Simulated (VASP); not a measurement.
The system is SnTe.

```xyz
2
Lattice="4.3413 0.0000 0.0000 -2.1706 3.7597 0.0000 -2.1706 1.2532 3.7472" Properties=species:S:1:pos:R:3 pbc="T T T"
Sn    0.0000    0.0000    0.0000
Te    0.0000    2.5064    1.8736
```

Base run:

| Property | Result |
| --- | --- |
| Program | VASP 6.6.1 |
| Functional | PBEsol |
| Dispersion | D3(BJ) |
| Potentials or basis | VASP PAW PBE potentials, release 64 (Sn_d, Te) |
| Cutoff | 500 eV |
| k mesh | 9 × 9 × 9 |
| Occupations | gaussian, width 0.02 eV |
| Spin | no spin polarisation |

Its results: band gap on the k mesh 0.01 eV (least direct gap 0.45 eV); pressure -1.4 GPa.

**Question.** The run is repeated on the same cell with these changes: functional from PBEsol to PBE. What comes out?

**Answer.** Band gap on the k mesh zero (bands 10 and 11 overlap by 0.01 eV); pressure 1.1 GPa.

PBE binds less tightly than PBEsol, so the same cell stands under more pressure.

Caveats: semilocal functionals underestimate gaps, and a narrow one can read as zero; spin-orbit coupling is left out, which moves the levels of the heavy elements; the smearing spreads over this small gap (at least some runs); the PAW data sets were made with another functional, which shifts forces and pressure a little (at least some runs).

A k mesh can miss the band edges.
